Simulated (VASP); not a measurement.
# TaN (P-62m) in VASP: single point with PBE

Aim: the single point of TaN with PBE.

Everything below comes from runs of VASP 6.6.1. Logs are shortened: lines on timing, memory, paths and dates and some standing lists are left out, and cuts for length are marked.

### 1 The cell of the first run

The structure is hexagonal, space group P-62m (No. 189). The conventional cell has a = 5.196 Å, b = 5.196 Å, c = 2.911 Å, α = 90.00°, β = 90.00°, γ = 120.00°. Within 3.0 Å of Ta (site symmetry -6) lie 6 N at 2.16 Å and 5 Ta at 2.91 to 3.00 Å. Within 2.7 Å of Ta (site symmetry -62m) lie 3 N at 2.04 Å. Within 3.0 Å of N (site symmetry m2m) lie 5 Ta at 2.04 to 2.16 Å and 6 N at 2.77 to 2.91 Å.

### 2 Single point, PBE

File INCAR:

```
PREC     = Accurate       # precision mode
ENCUT    = 520            # plane-wave cutoff, eV
EDIFF    = 1E-6           # SCF threshold, eV
ISMEAR   = 0              # smearing method
SIGMA    = 0.05           # smearing width, eV
LREAL    = Auto         
LASPH    = True           # aspherical terms in the spheres
NELM     = 80             # most SCF steps
ALGO     = Normal         # electronic algorithm
ISIF     = 2              # what is computed and relaxed
LWAVE    = False          # write WAVECAR
LCHARG   = False          # write CHGCAR
GGA      = PE             # functional
NBANDS   = 249            # bands
KPAR     = 4
```

File KPOINTS:

```
Automatic mesh
0
Gamma
  3 3 2
```

File POSCAR:

```
TaN
1.0
    7.7940000000      4.4998680000      0.0000000000
   -7.7940000000      4.4998680000      0.0000000000
    0.0000000000      0.0000000000      8.7330000000
Ta N
27 27
Direct
    0.3333330000      0.3333330000      0.1666670000
    0.3333330000      0.3333330000      0.5000000000
    0.3333330000      0.3333330000      0.8333330000
    0.6666670000      0.0000000000      0.1666670000
    0.6666670000      0.0000000000      0.5000000000
    0.6666670000      0.0000000000      0.8333330000
    0.0000000000      0.6666670000      0.1666670000
    0.0000000000      0.6666670000      0.5000000000
    0.0000000000      0.6666670000      0.8333330000
    0.3333330000      1.0000000000      0.1666670000
    0.3333330000      1.0000000000      0.5000000000
    0.3333330000      1.0000000000      0.8333330000
    0.6666670000      0.6666670000      0.1666670000
    0.6666670000      0.6666670000      0.5000000000
    0.6666670000      0.6666670000      0.8333330000
    0.0000000000      0.3333330000      0.1666670000
    0.0000000000      0.3333330000      0.5000000000
    0.0000000000      0.3333330000      0.8333330000
    0.0000000000      0.0000000000      0.0000000000
    0.0000000000      0.0000000000      0.3333330000
    0.0000000000      0.0000000000      0.6666670000
    0.3333330000      0.6666670000      0.0000000000
    0.3333330000      0.6666670000      0.3333330000
    0.3333330000      0.6666670000      0.6666670000
    0.6666670000      0.3333330000      0.0000000000
    0.6666670000      0.3333330000      0.3333330000
    0.6666670000      0.3333330000      0.6666670000
    0.1309500000      0.8690500000      0.0000000000
    0.1309500000      0.8690500000      0.3333330000
    0.1309500000      0.8690500000      0.6666670000
    0.4642830000      0.5357170000      0.0000000000
    0.4642830000      0.5357170000      0.3333330000
    0.4642830000      0.5357170000      0.6666670000
    0.7976170000      0.2023830000      0.0000000000
    0.7976170000      0.2023830000      0.3333330000
    0.7976170000      0.2023830000      0.6666670000
    0.4047670000      0.2023830000      0.0000000000
    0.4047670000      0.2023830000      0.3333330000
    0.4047670000      0.2023830000      0.6666670000
    0.7381000000      0.8690500000      0.0000000000
    0.7381000000      0.8690500000      0.3333330000
    0.7381000000      0.8690500000      0.6666670000
    0.0714330000      0.5357170000      0.0000000000
    0.0714330000      0.5357170000      0.3333330000
    0.0714330000      0.5357170000      0.6666670000
    0.1309500000      0.2619000000      0.0000000000
    0.1309500000      0.2619000000      0.3333330000
    0.1309500000      0.2619000000      0.6666670000
    0.4642830000      0.9285670000      0.0000000000
    0.4642830000      0.9285670000      0.3333330000
    0.4642830000      0.9285670000      0.6666670000
    0.7976170000      0.5952330000      0.0000000000
    0.7976170000      0.5952330000      0.3333330000
    0.7976170000      0.5952330000      0.6666670000
```

Potentials or basis: VASP PAW PBE potentials, release 64 (Ta_pv, N).

Run with:

```console
cat potpaw_PBE.64/Ta_pv/POTCAR potpaw_PBE.64/N/POTCAR > POTCAR
mpirun -np 4 vasp_std > vasp.out
```

OUTCAR:

```text
PREC = Accurate
   ENCUT = 520
   EDIFF = 1E-6
   ISMEAR = 0
   LREAL = Auto
   LASPH = True
   NELM = 80
   ISIF = 2
   GGA = PE

 ion  position               nearest neighbor table
   1  0.333  0.333  0.167-  47 2.16  38 2.16  32 2.16  46 2.16  37 2.16  31 2.16   2 2.91   3 2.91
                            10 3.00  16 3.00  13 3.00  20 3.33  19 3.33  23 3.33  26 3.33  25 3.33
   2  0.333  0.333  0.500-  47 2.16  48 2.16  38 2.16  39 2.16  32 2.16  33 2.16   1 2.91   3 2.91
                            11 3.00  17 3.00  14 3.00  20 3.33  21 3.33  26 3.33  27 3.33  23 3.33
   3  0.333  0.333  0.833-  48 2.16  39 2.16  33 2.16  46 2.16  37 2.16  31 2.16   2 2.91   1 2.91
                            12 3.00  18 3.00  15 3.00  21 3.33  19 3.33  24 3.33  27 3.33  25 3.33
   4  0.667  0.000  0.167-  41 2.16  35 2.16  40 2.16  34 2.16  50 2.16  49 2.16   5 2.91   6 2.91
                            13 3.00  16 3.00  10 3.00  20 3.33  26 3.33  25 3.33  19 3.33  23 3.33
   5  0.667  0.000  0.500-  41 2.16  42 2.16  35 2.16  36 2.16  50 2.16  51 2.16   4 2.91   6 2.91
                            14 3.00  17 3.00  11 3.00  26 3.33  27 3.33  20 3.33  21 3.33  23 3.33
   6  0.667  0.000  0.833-  42 2.16  36 2.16  40 2.16  34 2.16  51 2.16  49 2.16   5 2.91   4 2.91
                            15 3.00  18 3.00  12 3.00  21 3.33  27 3.33  25 3.33  19 3.33  24 3.33
   7  0.000  0.667  0.167-  53 2.16  44 2.16  29 2.16  52 2.16  43 2.16  28 2.16   8 2.91   9 2.91
                            13 3.00  10 3.00  16 3.00  20 3.33  23 3.33  22 3.33  19 3.33  26 3.33
   8  0.000  0.667  0.500-  53 2.16  54 2.16  44 2.16  45 2.16  29 2.16  30 2.16   7 2.91   9 2.91
                            14 3.00  11 3.00  17 3.00  23 3.33  24 3.33  20 3.33  21 3.33  26 3.33
   9  0.000  0.667  0.833-  54 2.16  45 2.16  30 2.16  52 2.16  43 2.16  28 2.16   8 2.91   7 2.91
[... 71 lines left out ...]
 A1 = (   7.7940000000,   4.4998680000,   0.0000000000)
 A2 = (  -7.7940000000,   4.4998680000,   0.0000000000)
 A3 = (   0.0000000000,   0.0000000000,   8.7330000000)

Analysis of symmetry for initial positions (statically):
=====================================================================
 Subroutine PRICEL returns following result:

  LATTYP: Found a hexagonal cell.
 ALAT       =     5.1959948057
 C/A-ratio  =     0.5602386449

  Lattice vectors:

 A1 = (  -2.5979896080,  -4.4998680000,   0.0000000000)
 A2 = (   5.1959948040,   0.0000000000,   0.0000000000)
 A3 = (   0.0000000000,   0.0000000000,   2.9109970890)

   9 primitive cells build up your supercell.

 Routine SETGRP: Setting up the symmetry group for a
 hexagonal supercell.

 Subroutine GETGRP returns: Found 12 space group operations
 (whereof 12 operations were pure point group operations)
 out of a pool of 24 trial point group operations.

The static configuration has the point symmetry D_3h.

Analysis of symmetry for dynamics (positions and initial velocities):
=====================================================================
 Subroutine PRICEL returns following result:

  LATTYP: Found a hexagonal cell.
 ALAT       =     5.1959948057
 C/A-ratio  =     0.5602386449

  Lattice vectors:

 A1 = (  -2.5979896080,  -4.4998680000,   0.0000000000)
 A2 = (   5.1959948040,   0.0000000000,   0.0000000000)
 A3 = (   0.0000000000,   0.0000000000,   2.9109970890)

   9 primitive cells build up your supercell.

 Routine SETGRP: Setting up the symmetry group for a
 hexagonal supercell.

 Subroutine GETGRP returns: Found 12 space group operations
 (whereof 12 operations were pure point group operations)
 out of a pool of 24 trial point group operations.

The dynamic configuration has the point symmetry D_3h.

 Subroutine INISYM returns: Found 12 space group operations
 (whereof 12 operations are pure point group operations),
 and found     9 'primitive' translations

----------------------------------------------------------------------------------------

                                     Primitive cell

  volume of cell :      68.0629

  direct lattice vectors                    reciprocal lattice vectors
    -2.597989608 -4.499868000  0.000000000     0.000000000 -0.222228741  0.000000000
     5.195994804  0.000000000  0.000000000     0.192455928 -0.111114037  0.000000000
     0.000000000  0.000000000  2.910997089     0.000000000  0.000000000  0.343524906
[... 35 lines left out ...]

  Length of vectors
     0.042767941  0.042767941  0.057254094

  Shift w.r.t. Gamma in fractional coordinates (k-lattice)
     0.000000000  0.000000000  0.000000000

 Subroutine IBZKPT returns following result:
 ===========================================

 Found      6 irreducible k-points:

 Following reciprocal coordinates:
            Coordinates               Weight
  0.000000  0.000000  0.000000      1.000000
  0.333333  0.000000  0.000000      6.000000
  0.333333  0.333333  0.000000      2.000000
  0.000000  0.000000  0.500000      1.000000
  0.333333  0.000000  0.500000      6.000000
  0.333333  0.333333  0.500000      2.000000
   k-points           NKPTS =      6   k-points in BZ     NKDIM =      6   number of bands    NBANDS=    249
   number of dos      NEDOS =    301   number of ions     NIONS =     54
   total plane-waves  NPLWV = 343000
   dimension x,y,z NGX =    70 NGY =   70 NGZ =   70
   dimension x,y,z NGXF=   140 NGYF=  140 NGZF=  140
   ions per type =              27  27
   NGX,Y,Z   is equivalent  to a cutoff of  12.93, 12.93, 13.33 a.u.
   NGXF,Y,Z  is equivalent  to a cutoff of  25.86, 25.86, 26.65 a.u.
 SYSTEM =  unknown system
   PREC   = accura    normal or accurate (medium, high low for compatibility)
   ISTART =      0    job   : 0-new  1-cont  2-samecut
   ICHARG =      2    charge: 1-file 2-atom 10-const
   ISPIN  =      1    spin polarized calculation?
   LNONCOLLINEAR =      F non collinear calculations
   LSORBIT =      F    spin-orbit coupling
   LASPH  =      T    aspherical Exc in radial PAW
   ENCUT  =  520.0 eV  38.22 Ry    6.18 a.u.  16.73 16.73 16.24*2*pi/ulx,y,z
   NELM   =     80;   NELMIN=  2; NELMDL= -5     # of ELM steps
   EDIFF  = 0.1E-05   stopping-criterion for ELM
   LREAL  =      T    real-space projection
   EDIFFG = 0.1E-04   stopping-criterion for IOM
   NSW    =      0    number of steps for IOM
   IBRION =     -1    ionic relax: 0-MD 1-quasi-New 2-CG
   NFREE  =      0    steps in history (QN), initial steepest desc. (CG)
   ISIF   =      2    stress and relaxation
   ISYM   =      2    0-nonsym 1-usesym 2-fastsym
   POTIM  = 0.5000    time-step for ionic-motion
   TEBEG  =    0.0;   TEEND  =   0.0 temperature during run
   PSTRESS=    0.0 pullay stress
   NELECT =     432.0000    total number of electrons
   NUPDOWN=      -1.0000    fix difference up-down
   EMIN   =  10.00;   EMAX   =-10.00  energy-range for DOS
   EFERMI =   0.00;   METHOD = LEGACY
   ISMEAR =     0;   SIGMA  =   0.05  broadening in eV -4-tet -1-fermi 0-gaus
   EFERMI_NEDOS =   21; number of points for ismear=-14 and -15
   IALGO  =     38    algorithm
   IMIX   =      4    mixing-type and parameters
     AMIX     =   0.40;   BMIX     =  1.00
     AMIX_MAG =   1.60;   BMIX_MAG =  1.00
  volume/ion in A,a.u.               =      11.34        76.55
  Fermi-wavevector in a.u.,A,eV,Ry     =   1.457197  2.753703 28.890916  2.123422
  Thomas-Fermi vector in A             =   2.574026
   LORBIT       =      0    0 simple, 1 ext, 2 COOP (PROOUT), +10 PAW based schemes
   GGA     = PE    functional components
   LHFCALC =     F    Hartree Fock is set to
   AEXX    =    0.0000 exact exchange contribution
   IVDW    =     0    specifies the selected vdW correction
   LEPSILON=     F    determine dielectric tensor
   LRPA    =     F    only Hartree local field effects (RPA)
 non-spin polarized calculation
 Gauss-broadening in eV      SIGMA  =   0.05
  energy-cutoff  :      520.00
  volume of cell :      612.57
 maximum number of plane-waves:     16508
 NGX is ok and might be reduce to    70
   NGX = 33   NGY = 33   NGZ = 33

 number of electron     432.0000006 magnetization

 Free energy of the ion-electron system (eV)
  ---------------------------------------------------
  ext. energy  EPLUGINS =         0.00000000
  ---------------------------------------------------
  free energy    TOTEN  =      -607.17828151 eV

  energy without entropy =     -607.14836776  energy(sigma->0) =     -607.16332464

 E-fermi :   8.2364     XC(G=0): -13.0051

 val. band max:        8.2145251333   @ k =   0.3333   0.0000   0.0000
 cond. band min:       8.5369430506   @ k =   0.0000   0.0000   0.0000
 fundamental gap:      0.3224179173
 Fermi energy:         8.2363972380

 k-point     1 :       0.0000    0.0000    0.0000
  band No.  band energies     occupation
      1     -28.0188      2.00000
      2     -28.0187      2.00000
      3     -27.9514      2.00000
      4     -27.9514      2.00000
      5     -27.9499      2.00000
      6     -27.9499      2.00000
[... 1375 lines left out ...]
    227       9.5325      0.00000
    228       9.5325      0.00000
 [bands above 228 left out]

------------------------ aborting loop because EDIFF is reached ----------------------------------------

  FORCE on cell =-STRESS in cart. coord.  units (eV):
  Direction    XX          YY          ZZ          XY          YZ          ZX
  --------------------------------------------------------------------------------------
  -------------------------------------------------------------------------------------
  Total       23.3718387     23.3718387     18.5332449      0.0000000     -0.0000000      0.0000000
  in kB       61.1293574     61.1293574     48.4739506      0.0000000     -0.0000000      0.0000000
  external PRESSURE =      56.9108885 kB  Pullay stress =       0.0000000 kB

 VOLUME and BASIS-vectors are now :
 -----------------------------------------------------------------------------
  energy-cutoff  :      520.00
  volume of cell :      612.57
      direct lattice vectors                 reciprocal lattice vectors
     7.794000000  4.499868000  0.000000000     0.064151912  0.111114370  0.000000000
    -7.794000000  4.499868000  0.000000000    -0.064151912  0.111114370  0.000000000
     0.000000000  0.000000000  8.733000000     0.000000000  0.000000000  0.114508187

 POSITION                                       TOTAL-FORCE (eV/Angst)
 -----------------------------------------------------------------------------------
      0.00000      2.99991      1.45550        -0.000000     -0.000000     -0.000000
      0.00000      2.99991      4.36650        -0.000000     -0.000000     -0.000000
      0.00000      2.99991      7.27750        -0.000000     -0.000000      0.000000
      5.19600      2.99991      1.45550        -0.000000     -0.000000     -0.000000
      5.19600      2.99991      4.36650        -0.000000     -0.000000     -0.000000
      5.19600      2.99991      7.27750        -0.000000     -0.000000      0.000000
[... 46 lines left out ...]
      1.57738      6.26764      2.91100        -0.027580      0.047770      0.000000
      1.57738      6.26764      5.82200        -0.027580      0.047770     -0.000000
 -----------------------------------------------------------------------------------
    total drift:                                0.000000      0.000000      0.000000

  FREE ENERGIE OF THE ION-ELECTRON SYSTEM (eV)
  ---------------------------------------------------
  free  energy   TOTEN  =      -607.1782815131 eV

  energy  without entropy=     -607.1483677602  energy(sigma->0) =     -607.16332464
```

Wall time 14 min (4 MPI ranks of Intel Xeon Platinum 8375C at 2.90GHz (Ice Lake), shared host); peak memory 1.1 GiB.

Results:

* Free energy: -607.1783 eV
* Pressure: 5.7 GPa
* Largest force: 0.055 eV/Å
* Band gap on the k mesh: zero (bands 216 and 217 overlap by 0.95 eV)

Forces on the atoms (eV/Å):
```
Ta   0.000  0.000  0.000
Ta   0.000  0.000  0.000
Ta   0.000  0.000  0.000
Ta   0.000  0.000  0.000
Ta   0.000  0.000  0.000
Ta   0.000  0.000  0.000
Ta   0.000  0.000  0.000
Ta   0.000  0.000  0.000
Ta   0.000  0.000  0.000
Ta   0.000  0.000  0.000
Ta   0.000  0.000  0.000
Ta   0.000  0.000  0.000
Ta   0.000  0.000  0.000
Ta   0.000  0.000  0.000
Ta   0.000  0.000  0.000
Ta   0.000  0.000  0.000
Ta   0.000  0.000  0.000
Ta   0.000  0.000  0.000
Ta   0.000  0.000  0.000
Ta   0.000  0.000  0.000
Ta   0.000  0.000  0.000
Ta   0.000  0.000  0.000
Ta   0.000  0.000  0.000
Ta   0.000  0.000  0.000
Ta   0.000  0.000  0.000
Ta   0.000  0.000  0.000
Ta   0.000  0.000  0.000
N    0.055  0.000  0.000
N    0.055  0.000  0.000
N    0.055  0.000  0.000
N    0.055  0.000  0.000
N    0.055  0.000  0.000
N    0.055  0.000  0.000
N    0.055  0.000  0.000
N    0.055  0.000  0.000
N    0.055  0.000  0.000
N   -0.028 -0.048  0.000
N   -0.028 -0.048  0.000
N   -0.028 -0.048  0.000
N   -0.028 -0.048  0.000
N   -0.028 -0.048  0.000
N   -0.028 -0.048  0.000
N   -0.028 -0.048  0.000
N   -0.028 -0.048  0.000
N   -0.028 -0.048  0.000
N   -0.028  0.048  0.000
N   -0.028  0.048  0.000
N   -0.028  0.048  0.000
N   -0.028  0.048  0.000
N   -0.028  0.048  0.000
N   -0.028  0.048  0.000
N   -0.028  0.048  0.000
N   -0.028  0.048  0.000
N   -0.028  0.048  0.000
```

Caveat: the cell stands under pressure; spin-orbit coupling is left out, which moves the levels of the heavy elements.
